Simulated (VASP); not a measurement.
Input of a VASP 6.6.1 run:

File INCAR:

```
SYSTEM = Hf3B2
  ALGO = Fast
  EDIFF = 1E-6
  ENCUT = 520
  GGA = PE
  ISIF = 2
  ISMEAR = 0
  LASPH = .TRUE.
  LCHARG = .FALSE.
  LREAL = .FALSE.
  LWAVE = .FALSE.
  NBANDS = 26
  NELM = 60
  PREC = Accurate
  SIGMA = 0.1
```

File KPOINTS:

```
k-points
0
G
  12 12 8
  0 0 0
```

The input POSCAR:

```
Hf3B2
1.0
    3.4582526717      0.0000000000      0.0000000000
   -1.7291263359      2.9949346664      0.0000000000
    0.0000000000      0.0000000000      7.8772421478
Hf B
3 2
Direct
    0.6666666667      0.3333333333      0.3335945928
    0.3333333333      0.6666666667      0.6664054072
    0.0000000000      0.0000000000      0.0000000000
    0.6666666667      0.3333333333      0.8178648613
    0.3333333333      0.6666666667      0.1821351387
```

Potentials or basis: VASP PAW PBE potentials, release 64 (Hf_pv, B).

Command:

```console
$ cat potpaw_PBE.64/Hf_pv/POTCAR potpaw_PBE.64/B/POTCAR > POTCAR
$ mpirun -np 1 vasp_std > vasp.out
```

(1) Predict the largest force.

(2) What does it give for the band gap on the k mesh?

Answers

(1) 0.034 eV/Å.

(2) zero (bands 18 and 19 overlap by 0.79 eV).

Caveat: spin-orbit coupling is left out, which moves the levels of the heavy elements.
